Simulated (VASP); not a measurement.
Ti:

```
Ti
1.0
     2.93139    0.00000    0.00000
    -1.46570    2.53866    0.00000
     0.00000    0.00000    4.74885
Ti
2
Direct
  0.33333 0.66667 0.25000
  0.66667 0.33333 0.75000
```

* Program: VASP 6.6.1
* Task: relaxation of cell and atoms
* Functional: LDA
* Potentials or basis: VASP PAW LDA potentials, release 64 (Ti_sv)
* Cutoff: 600 eV
* k mesh: 15 × 15 × 8
* Occupations: fermi-dirac, width 0.05 eV
* Spin: no spin polarisation

At the start: pressure -10.0 GPa; volume 17.67 Å³/atom.

Q: How do energy, volume and symmetry change on relaxing?

A: Over 9 steps the energy falls by 55.9 meV/atom and the volume is 16.08 Å³/atom (-9.0 %); space group P6_3/mmc (No. 194, to 0.1 Å) before and after.

The path:
```tsv
step	energy change (eV)	largest force (eV/Å)	pressure (GPa)	volume (Å³)
1	0.0000	0.0000	-10.03	35.34
2	-0.0473	0.0000	9.92	29.98
3	-0.1098	0.0000	0.01	32.14
4	-0.1098	0.0000	0.26	32.08
5	-0.1112	0.0000	0.23	32.09
6	-0.1117	0.0000	0.22	32.10
7	-0.1117	0.0000	0.24	32.10
8	-0.1117	0.0000	-0.27	32.23
9	-0.1118	0.0000	0.00	32.15
```

Final structure:
```
CELL_PARAMETERS angstrom
2.86344 0.00000 0.00000
-1.43172 2.47982 0.00000
0.00000 0.00000 4.52828
ATOMIC_POSITIONS crystal
Ti 0.33333 0.66667 0.25000
Ti 0.66667 0.33333 0.75000
```
